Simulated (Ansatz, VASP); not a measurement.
# SnO2: VASP beside Ansatz

INCAR

```
PREC = Accurate
ENCUT = 520
EDIFF = 1E-6
ISMEAR = 0
SIGMA = 0.05
LREAL = F
LASPH = T
NELM = 80
ALGO = Normal
ISIF = 2
LWAVE = F
LCHARG = F
NBANDS = 35
```

Contents of KPOINTS:

```
Automatic mesh
0
Gamma
  6 6 8
```

Contents of POSCAR:

```
SnO2
1.0
    4.7201335214      0.0000000000      0.0000000000
    0.0000000000      4.7206343117      0.0000000000
    0.0000000000      0.0000000000      3.1888226872
Sn O
2 4
Direct
    0.5000000000      0.5000000000      0.5000000000
    0.0000000000      0.0000000000      0.0000000000
    0.3059920358      0.3061675029      0.0000000000
    0.8059920358      0.1938324971      0.5000000000
    0.1940079642      0.8061675029      0.5000000000
    0.6940079642      0.6938324971      0.0000000000
```

Input for Ansatz:

```yaml
crystal:
  lattice:
    - [4.7201335214, 0.0, 0.0]
    - [0.0, 4.7206343117, 0.0]
    - [0.0, 0.0, 3.1888226872]
  atoms:
    - { symbol: Sn, position: [0.5, 0.5, 0.5] }
    - { symbol: Sn, position: [0.0, 0.0, 0.0] }
    - { symbol: O, position: [0.3059920358, 0.3061675029, 0.0] }
    - { symbol: O, position: [0.8059920358, 0.1938324971, 0.5] }
    - { symbol: O, position: [0.1940079642, 0.8061675029, 0.5] }
    - { symbol: O, position: [0.6940079642, 0.6938324971, 0.0] }
basis:
  ecutwfc: 520.0
kpoints:
  mp_grid: { grid: [6, 6, 8] }
hamiltonian:
  xc: lda
  pseudopotentials: { kind: paw, azcp: { folder: soft_1 } }
scf:
  occupations: { method: gaussian, width: 0.05 }
output:
  forces: true
  stress: true
  eigenvalues: true
  write_density: true
  write_potential: true
  elf: true
  volumetric_format: npy
```

Alike in both runs: task single point; functional LDA; k mesh 6 × 6 × 8; occupations gaussian, width 0.05 eV; no spin polarisation.

```csv
,VASP,Ansatz
version,VASP 6.6.1,Ansatz 0.2.0
potentials or method,"VASP PAW LDA potentials, release 64 (Sn_d, O), cutoff 520 eV","scalar-relativistic, plane waves, PAW"
valence electrons in the cell,52,52
```

Ansatz gave:

- gap on the k mesh at the Fermi level (eV): 1.18
- least direct gap on the mesh (eV): 1.18
- pressure (GPa): 0.0
- traceless stress, the component that is largest in VASP (GPa): 0.00
- rms of the force components (eV/Å): 0.000

Estimate VASP's values.

gap on the k mesh at the Fermi level (eV): 1.21; least direct gap on the mesh (eV): 1.21; pressure (GPa): 1.4; traceless stress, the component that is largest in VASP (GPa): 0.38; rms of the force components (eV/Å): 0.013.

Ansatz warns that its potentials were made for another functional, while VASP's fit it. LDA's correlation is that of Perdew and Zunger in VASP and of Perdew and Wang (1992) in Ansatz. Atom by atom the forces differ by 0.013 eV/Å (rms over components).
